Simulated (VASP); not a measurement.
# MoP in VASP: single point with PBE

Aim: the single point of MoP with PBE.

All numbers are computed with VASP 6.6.1; they aren't measurements. Logs are shortened: lines on timing, memory, paths and dates and some standing lists are left out, and cuts for length are marked.

### 1 The cell of the first run

The cell holds a slab with vacuum, 8 atoms: a = 3.195 Å, b = 3.241 Å, c = 24.356 Å, α = 90.00°, β = 90.00°, γ = 90.00°.

### 2 Single point, PBE

INCAR

```
PREC     = Accurate       # precision mode
ENCUT    = 520            # plane-wave cutoff, eV
EDIFF    = 1E-6           # SCF threshold, eV
ISMEAR   = 0              # smearing method
SIGMA    = 0.1            # smearing width, eV
LREAL    = F              # projectors in reciprocal space
LASPH    = T              # aspherical terms in the spheres
NELM     = 80             # most SCF steps
ALGO     = Normal         # electronic algorithm
ISIF     = 2              # what is computed and relaxed
LWAVE    = F              # write WAVECAR
LCHARG   = T              # write CHGCAR
LDIPOL   = T            
IDIPOL   = 3            
DIPOL    = 0.5 0.5 0.500
GGA      = PE             # functional
LELF     = T              # ELF
LVHAR    = T            
LVACPOTAV= T            
NBANDS   = 48             # bands
```

KPOINTS

```
Automatic mesh
0
Gamma
  11 11 1
```

POSCAR

```
MoP
1.0
    3.1952266600      0.0000000000      0.0000000000
    0.0000000000      3.2410431082      0.0000000000
    0.0000000000      0.0000000000     24.3560855548
Mo P
4 4
Direct
    0.0000000000      0.5000000000      0.3161383957
    0.0000000000      0.0000000000      0.4209106015
    0.0000000000      0.5000000000      0.5384041608
    0.0000000000      0.0000000000      0.6508086258
    0.5000000000      0.0000000000      0.3429316483
    0.5000000000      0.5000000000      0.4608295345
    0.5000000000      0.0000000000      0.5761061824
    0.5000000000      0.5000000000      0.6938708509
```

Potentials or basis: VASP PAW PBE potentials, release 64 (Mo_sv, P).

Launch:

```console
$ cat potpaw_PBE.64/Mo_sv/POTCAR potpaw_PBE.64/P/POTCAR > POTCAR
$ mpirun -np 1 vasp_std > vasp.out
```

OUTCAR:

```text
PREC = Accurate
   ENCUT = 520
   EDIFF = 1E-6
   ISMEAR = 0
   LREAL = F
   LASPH = T
   NELM = 80
   ISIF = 2
   GGA = PE

 ion  position               nearest neighbor table
   1  0.000  0.500  0.316-   5 2.37   5 2.37   5 2.37   5 2.37   2 3.02   2 3.02
   2  0.000  0.000  0.421-   6 2.47   6 2.47   6 2.47   6 2.47   5 2.48   5 2.48   1 3.02   1 3.02
                             3 3.29   3 3.29
   3  0.000  0.500  0.538-   7 2.45   7 2.45   7 2.45   7 2.45   6 2.47   6 2.47   4 3.18   4 3.18
                             2 3.29   2 3.29
   4  0.000  0.000  0.651-   7 2.42   7 2.42   8 2.51   8 2.51   8 2.51   8 2.51   3 3.18   3 3.18

   5  0.500  0.000  0.343-   1 2.37   1 2.37   1 2.37   1 2.37   2 2.48   2 2.48
   6  0.500  0.500  0.461-   3 2.47   3 2.47   2 2.47   2 2.47   2 2.47   2 2.47
   7  0.500  0.000  0.576-   4 2.42   4 2.42   3 2.45   3 2.45   3 2.45   3 2.45
   8  0.500  0.500  0.694-   4 2.51   4 2.51   4 2.51   4 2.51

  LATTYP: Found a simple orthorhombic cell.
 ALAT       =     3.1952266600
 B/A-ratio  =     1.0143390291
 C/A-ratio  =     7.6226472005

  Lattice vectors:

 A1 = (   3.1952266600,   0.0000000000,   0.0000000000)
 A2 = (   0.0000000000,   3.2410431082,   0.0000000000)
 A3 = (   0.0000000000,   0.0000000000,  24.3560855548)

Analysis of symmetry for initial positions (statically):
=====================================================================
 Subroutine PRICEL returns:
 Original cell was already a primitive cell.

 Routine SETGRP: Setting up the symmetry group for a
 simple orthorhombic supercell.

 Subroutine GETGRP returns: Found  4 space group operations
 (whereof  4 operations were pure point group operations)
 out of a pool of  8 trial point group operations.

The static configuration has the point symmetry C_2v.

Analysis of symmetry for dynamics (positions and initial velocities):
=====================================================================
 Subroutine PRICEL returns:
 Original cell was already a primitive cell.

 Routine SETGRP: Setting up the symmetry group for a
 simple orthorhombic supercell.

 Subroutine GETGRP returns: Found  4 space group operations
 (whereof  4 operations were pure point group operations)
 out of a pool of  8 trial point group operations.

The dynamic configuration has the point symmetry C_2v.

 Subroutine INISYM returns: Found  4 space group operations
 (whereof  4 operations are pure point group operations),
 and found     1 'primitive' translations

----------------------------------------------------------------------------------------

                                     Primitive cell

  volume of cell :     252.2284

  direct lattice vectors                    reciprocal lattice vectors
     3.195226660  0.000000000  0.000000000     0.312966843  0.000000000  0.000000000
     0.000000000  3.241043108  0.000000000     0.000000000  0.308542641  0.000000000
     0.000000000  0.000000000 24.356085555     0.000000000  0.000000000  0.041057501

  length of vectors
     3.195226660  3.241043108 24.356085555     0.312966843  0.308542641  0.041057501

  position of ions in fractional coordinates (direct lattice)
     0.000000000  0.500000000  0.316138396
     0.000000000  0.000000000  0.420910601
     0.000000000  0.500000000  0.538404161
     0.000000000  0.000000000  0.650808626
     0.500000000  0.000000000  0.342931648
     0.500000000  0.500000000  0.460829535
     0.500000000  0.000000000  0.576106182
     0.500000000  0.500000000  0.693870851

  ion indices of the primitive-cell ions
   primitive index   ion index
                 1           1
                 2           2
                 3           3
                 4           4
                 5           5
                 6           6
                 7           7
                 8           8

----------------------------------------------------------------------------------------

 KPOINTS: Automatic mesh

Automatic generation of k-mesh.
 Grid dimensions read from file:
 generate k-points for:   11   11    1

 Generating k-lattice:

  Cartesian coordinates                     Fractional coordinates (reciprocal lattice)
     0.028451531  0.000000000  0.000000000     0.090909091  0.000000000  0.000000000
     0.000000000  0.028049331  0.000000000     0.000000000  0.090909091  0.000000000
     0.000000000  0.000000000  0.041057501     0.000000000  0.000000000  1.000000000

  Length of vectors
     0.028451531  0.028049331  0.041057501

  Shift w.r.t. Gamma in fractional coordinates (k-lattice)
     0.000000000  0.000000000  0.000000000

 Subroutine IBZKPT returns following result:
 ===========================================

 Found     36 irreducible k-points:

 Following reciprocal coordinates:
            Coordinates               Weight
  0.000000  0.000000  0.000000      1.000000
  0.090909  0.000000  0.000000      2.000000
  0.181818  0.000000  0.000000      2.000000
  0.272727  0.000000  0.000000      2.000000
  0.363636  0.000000  0.000000      2.000000
  0.454545  0.000000  0.000000      2.000000
[... 16 lines left out ...]
  0.363636  0.272727  0.000000      4.000000
  0.454545  0.272727  0.000000      4.000000
 [... further k-points ...]
   k-points           NKPTS =     36   k-points in BZ     NKDIM =     36   number of bands    NBANDS=     48
   number of dos      NEDOS =    301   number of ions     NIONS =      8
   total plane-waves  NPLWV = 110592
   dimension x,y,z NGX =    24 NGY =   24 NGZ =  192
   dimension x,y,z NGXF=    48 NGYF=   48 NGZF=  384
   ions per type =               4   4
   NGX,Y,Z   is equivalent  to a cutoff of  12.49, 12.31, 13.11 a.u.
   NGXF,Y,Z  is equivalent  to a cutoff of  24.97, 24.62, 26.21 a.u.
 SYSTEM =  unknown system
   PREC   = accura    normal or accurate (medium, high low for compatibility)
   ISTART =      0    job   : 0-new  1-cont  2-samecut
   ICHARG =      2    charge: 1-file 2-atom 10-const
   ISPIN  =      1    spin polarized calculation?
   LNONCOLLINEAR =      F non collinear calculations
   LSORBIT =      F    spin-orbit coupling
   LASPH  =      T    aspherical Exc in radial PAW
   ENCUT  =  520.0 eV  38.22 Ry    6.18 a.u.   5.94  6.03 45.29*2*pi/ulx,y,z
   NELM   =     80;   NELMIN=  2; NELMDL= -5     # of ELM steps
   EDIFF  = 0.1E-05   stopping-criterion for ELM
   LREAL  =      F    real-space projection
   EDIFFG = 0.1E-04   stopping-criterion for IOM
   NSW    =      0    number of steps for IOM
   IBRION =     -1    ionic relax: 0-MD 1-quasi-New 2-CG
   NFREE  =      0    steps in history (QN), initial steepest desc. (CG)
   ISIF   =      2    stress and relaxation
   ISYM   =      2    0-nonsym 1-usesym 2-fastsym
   POTIM  = 0.5000    time-step for ionic-motion
   TEBEG  =    0.0;   TEEND  =   0.0 temperature during run
   PSTRESS=    0.0 pullay stress
   NELECT =      76.0000    total number of electrons
   NUPDOWN=      -1.0000    fix difference up-down
   EMIN   =  10.00;   EMAX   =-10.00  energy-range for DOS
   EFERMI =   0.00;   METHOD = LEGACY
   ISMEAR =     0;   SIGMA  =   0.10  broadening in eV -4-tet -1-fermi 0-gaus
   EFERMI_NEDOS =   21; number of points for ismear=-14 and -15
   IALGO  =     38    algorithm
   IMIX   =      4    mixing-type and parameters
     AMIX     =   0.40;   BMIX     =  1.00
     AMIX_MAG =   1.60;   BMIX_MAG =  1.00
  volume/ion in A,a.u.               =      31.53       212.77
  Fermi-wavevector in a.u.,A,eV,Ry     =   1.097526  2.074023 16.389070  1.204563
  Thomas-Fermi vector in A             =   2.233887
   LORBIT       =      0    0 simple, 1 ext, 2 COOP (PROOUT), +10 PAW based schemes
   GGA     = PE    functional components
   LHFCALC =     F    Hartree Fock is set to
   AEXX    =    0.0000 exact exchange contribution
   IVDW    =     0    specifies the selected vdW correction
   LEPSILON=     F    determine dielectric tensor
   LRPA    =     F    only Hartree local field effects (RPA)
 non-spin polarized calculation
 Gauss-broadening in eV      SIGMA  =   0.10
  energy-cutoff  :      520.00
  volume of cell :      252.23
 maximum number of plane-waves:      6851
 NGX is ok and might be reduce to    24
   NGX = 11   NGY = 13   NGZ = 91

 dipolmoment           0.000000      0.000000     -0.016220 electrons x Angstroem

 number of electron      75.9999999 magnetization

 dipolmoment           0.000000      0.000000      0.052712 electrons x Angstroem

 Free energy of the ion-electron system (eV)
  ---------------------------------------------------
  ext. energy  EPLUGINS =         0.00000000
  ---------------------------------------------------
  free energy    TOTEN  =       -67.98649262 eV

  energy without entropy =      -67.95843659  energy(sigma->0) =      -67.97246460

 E-fermi :   2.7528     XC(G=0):  -6.5323

 val. band max:        2.7264144200   @ k =   0.0909   0.0000   0.0000
 cond. band min:       2.7585668708   @ k =   0.0909   0.0909   0.0000
 fundamental gap:      0.0321524508
 Fermi energy:         2.7528022025

 k-point     1 :       0.0000    0.0000    0.0000
  band No.  band energies     occupation
      1     -58.4128      2.00000
      2     -58.3980      2.00000
      3     -58.3886      2.00000
      4     -57.9480      2.00000
      5     -32.6530      2.00000
      6     -32.5604      2.00000
[... 40 lines left out ...]
     47       5.3085      0.00000
     48       5.8866      0.00000

 k-point     2 :       0.0909    0.0000    0.0000
  band No.  band energies     occupation
      1     -58.4113      2.00000
      2     -58.3965      2.00000
      3     -58.3871      2.00000
      4     -57.9465      2.00000
      5     -32.6496      2.00000
      6     -32.5584      2.00000
[... 1114 lines left out ...]
 k-point    24 :       0.4545    0.2727    0.0000
  band No.  band energies     occupation
      1     -58.3822      2.00000
      2     -58.3715      2.00000
      3     -58.3651      2.00000
      4     -57.9207      2.00000
      5     -32.7733      2.00000
      6     -32.7072      2.00000
[... 40 lines left out ...]
     47       5.9735      0.00000
     48       6.4102      0.00000

 [... further k-points ...]

------------------------ aborting loop because EDIFF is reached ----------------------------------------

  FORCE on cell =-STRESS in cart. coord.  units (eV):
  Direction    XX          YY          ZZ          XY          YZ          ZX
  --------------------------------------------------------------------------------------
  -------------------------------------------------------------------------------------
  Total       -0.1202308     -1.6086411      0.0376208      0.0000000      0.0000000      0.0000000
  in kB       -0.7637169    -10.2182321      0.2389704      0.0000000      0.0000000      0.0000000
  external PRESSURE =      -3.5809929 kB  Pullay stress =       0.0000000 kB

 VOLUME and BASIS-vectors are now :
 -----------------------------------------------------------------------------
  energy-cutoff  :      520.00
  volume of cell :      252.23
      direct lattice vectors                 reciprocal lattice vectors
     3.195226660  0.000000000  0.000000000     0.312966843  0.000000000  0.000000000
     0.000000000  3.241043108  0.000000000     0.000000000  0.308542641  0.000000000
     0.000000000  0.000000000 24.356085555     0.000000000  0.000000000  0.041057501

 POSITION                                       TOTAL-FORCE (eV/Angst)
 -----------------------------------------------------------------------------------
      0.00000      1.62052      7.69989         0.000000      0.000000      0.005642
      0.00000      0.00000     10.25173         0.000000      0.000000     -0.016684
      0.00000      1.62052     13.11342         0.000000      0.000000      0.021345
      0.00000      0.00000     15.85115         0.000000      0.000000      0.001345
      1.59761      0.00000      8.35247         0.000000      0.000000     -0.004166
      1.59761      1.62052     11.22400         0.000000      0.000000     -0.009624
      1.59761      0.00000     14.03169         0.000000      0.000000     -0.003468
      1.59761      1.62052     16.89998         0.000000      0.000000      0.005609
 -----------------------------------------------------------------------------------
    total drift:                                0.000000      0.000000      0.000214

  FREE ENERGIE OF THE ION-ELECTRON SYSTEM (eV)
  ---------------------------------------------------
  free  energy   TOTEN  =       -67.9864926233 eV

  energy  without entropy=      -67.9584365865  energy(sigma->0) =      -67.97246460

 vacuum level on the upper side and lower side of the slab         8.016         7.096
```

Run time: 26 min. Hardware: 1 thread of Oxide Virtual Turin-like, shared host; peak memory 0.49 GiB.

What came out:

```yaml
Free_energy: -67.9865 eV
Largest_force: 0.021 eV/Å
Band_gap_on_the_k_mesh: zero (band 38 reaches 3.52 eV, above the bottom of band 39 at 2.43 eV)
```

Forces on the atoms (eV/Å):
```
Mo   0.000  0.000  0.006
Mo   0.000  0.000 -0.017
Mo   0.000  0.000  0.021
Mo   0.000  0.000  0.001
P    0.000  0.000 -0.004
P    0.000  0.000 -0.010
P    0.000  0.000 -0.003
P    0.000  0.000  0.006
```
